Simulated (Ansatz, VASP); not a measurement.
# BaSr: VASP beside Ansatz

```
Ba Sr
1.0
     2.33209   -3.29930    0.00000
     2.33209    3.29930    0.00000
     0.00000    0.00000    6.59475
Ba Sr
1 1
Direct
  0.00000 0.00000 0.00000
  0.50000 0.50000 0.50000
```

Alike in both runs: functional LDA; k mesh 10 × 10 × 6; occupations gaussian, width 0.1 eV; no spin polarisation.

Ansatz relaxed the structure, and its values are those at the end. VASP's run is a single point on that final structure, the one shown.

|  | VASP | Ansatz |
| --- | --- | --- |
| version | VASP 6.6.1 | Ansatz 0.2.0 |
| potentials or method | VASP PAW LDA potentials, release 64 (Ba_sv, Sr_sv), cutoff 520 eV | scalar-relativistic, plane waves, PAW |
| valence electrons in the cell | 20 | 20 |

```tsv
	VASP	Ansatz	Ansatz less VASP
gap on the k mesh at the Fermi level (eV)	none	none	-
pressure (GPa)	0.0	0.0	-0.04
```

LDA's correlation is that of Perdew and Zunger in VASP and of Perdew and Wang (1992) in Ansatz. A gap of «none» marks a metal or a gap that the smearing closes.

Spin-orbit coupling is off throughout.
